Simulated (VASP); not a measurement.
Write the native input for VASP 6.6.1 that does the following.

| Property | Result |
| --- | --- |
| Task | single point |
| Functional | PBE |
| Potentials or basis | VASP PAW PBE potentials, release 64 (Pd) |
| Cutoff | 520 eV |
| k mesh | 20 × 20 × 20 |
| Occupations | gaussian, width 0.05 eV |
| Spin | no spin polarisation |
| Dipole correction | no |
| Further INCAR settings | ALGO = Normal; EDIFF = 1e-06; NBANDS = 11 |

The structure of Pd lies in POSCAR:

```
Pd
1.0
    0.0000000000      1.9838212087      1.9838212087
    1.9838212087      0.0000000000      1.9838212087
    1.9838212087      1.9838212087      0.0000000000
Pd
1
Direct
    0.0000000000      0.0000000000      0.0000000000
```

One way to write it, as run:

INCAR

```
SYSTEM = Pd
ALGO = Normal ; EDIFF = 1E-6
ENCUT = 520 ; GGA = PE
ISIF = 2 ; ISMEAR = 0
LASPH = .TRUE. ; LCHARG = .FALSE.
LREAL = .FALSE. ; LWAVE = .FALSE.
NBANDS = 11 ; NELM = 60
PREC = Accurate ; SIGMA = 0.05
```

KPOINTS

```
k-points
0
G
  20 20 20
  0 0 0
```

Potentials or basis: VASP PAW PBE potentials, release 64 (Pd).

Launch:

```sh
$ cat potpaw_PBE.64/Pd/POTCAR > POTCAR
$ mpirun -np 1 vasp_std > vasp.out
```

Results of the run:

- Pressure: -3.4 GPa
- Band gap on the k mesh: zero (bands 5 and 6 overlap by 1.44 eV)

Caveat: the cell stands under tension.

Run time: 38 s on 1 thread of Intel(R) Xeon(R) Platinum 8259CL CPU @ 2.50GHz (Skylake/Cascade Lake) (shared host), peak memory 0.17 GiB.
